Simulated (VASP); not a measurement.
Set up this calculation in VASP 6.6.1, as the native input.

- Task: single point
- Functional: PBE
- Potentials or basis: VASP PAW PBE potentials, release 64 (Bi_d)
- Cutoff: 520 eV
- k mesh: 11 × 11 × 11
- Occupations: fermi-dirac, width 0.03 eV
- Spin: no spin polarisation
- Dipole correction: no
- Further INCAR settings: ALGO = Normal; EDIFF = 1e-06; NBANDS = 22

The structure of Bi lies in POSCAR:

```
Bi
1.0
    2.2203365086      1.2500469794      3.9181468334
   -2.3256628482      1.2955069730      3.9636068270
   -0.0132936605     -2.6641739523      3.9802463395
Bi
2
Direct
    0.2338900000      0.2338900000      0.2338900000
    0.7661100000      0.7661100000      0.7661100000
```

This cell differs from its parent crystal: equal xy, yz and zx shear strains of -2 %.

The input as run:

INCAR

```
PREC     = Accurate       # precision mode
ENCUT    = 520            # plane-wave cutoff, eV
EDIFF    = 1E-6           # SCF threshold, eV
ISMEAR   = -1             # smearing method
SIGMA    = 0.03           # smearing width, eV
LREAL    = False          # projectors in reciprocal space
LASPH    = True           # aspherical terms in the spheres
NELM     = 80             # most SCF steps
ALGO     = Normal         # electronic algorithm
ISIF     = 2              # what is computed and relaxed
LWAVE    = False          # write WAVECAR
LCHARG   = False          # write CHGCAR
GGA      = PE             # functional
NBANDS   = 22             # bands
```

KPOINTS

```
Automatic mesh
0
Gamma
  11 11 11
```

Potentials or basis: VASP PAW PBE potentials, release 64 (Bi_d).

Run with:

```bash
$ cat potpaw_PBE.64/Bi_d/POTCAR > POTCAR
$ mpirun -np 1 vasp_std > vasp.out
```

It gave:

- Pressure: 1.8 GPa
- Largest force: 0.239 eV/Å
- Band gap on the k mesh: zero (bands 15 and 16 overlap by 0.19 eV)

Caveat: the cell differs from its parent crystal (equal xy, yz and zx shear strains of -2 %); spin-orbit coupling is left out, which moves the levels of the heavy elements.

It took 20 min on 1 thread of Oxide Virtual Turin-like Processor (shared host), peak memory 0.8 GiB.
